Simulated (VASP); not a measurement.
Input of a VASP 6.6.1 run:

INCAR

```
SYSTEM = GaS3
PREC     = Accurate       ! precision mode
ENCUT    = 520            ! plane-wave cutoff, eV
EDIFF    = 1E-6           ! SCF threshold, eV
ISMEAR   = 0              ! smearing method
SIGMA    = 0.1            ! smearing width, eV
LREAL    = .FALSE.        ! projectors in reciprocal space
LASPH    = .TRUE.         ! aspherical terms in the spheres
NELM     = 80             ! most SCF steps
ALGO     = Normal         ! electronic algorithm
ISIF     = 2              ! what is computed and relaxed
LWAVE    = .FALSE.        ! write WAVECAR
LCHARG   = .FALSE.        ! write CHGCAR
GGA      = PE             ! functional
NBANDS   = 24             ! bands
```

File KPOINTS:

```
Automatic mesh
0
G
  4 4 4
  0 0 0
```

POSCAR

```
GaS3
1.0
    4.6595682453      0.0000000000      0.0000000000
    0.0000000000      4.6595682453      0.0000000000
    0.0000000000      0.0000000000      3.0916508707
Ga S
1 3
Direct
    0.0000000000      0.0000000000      0.0000000000
    0.0000000000      0.5000000000      0.5000000000
    0.5000000000      0.0000000000      0.5000000000
    0.5000000000      0.5000000000      0.0000000000
```

Potentials or basis: VASP PAW PBE potentials, release 64 (Ga_d, S).

Command:

```bash
$ cat potpaw_PBE.64/Ga_d/POTCAR potpaw_PBE.64/S/POTCAR > POTCAR
$ mpirun -np 1 vasp_std > vasp.out
```

Question: What does it give for the band gap on the k mesh?

Answer: Zero (an odd number of electrons rules out a gap without spin polarisation).

Question: Predict the pressure.

Answer: 0.0 GPa.

Stress tensor (GPa, compression positive):
```
 0.20  0.00  0.00
 0.00  0.20  0.00
 0.00  0.00 -0.26
```

Caveat: the k points lie up to 0.51 Å⁻¹ apart, too coarse for converged energies and pressures of a metal.
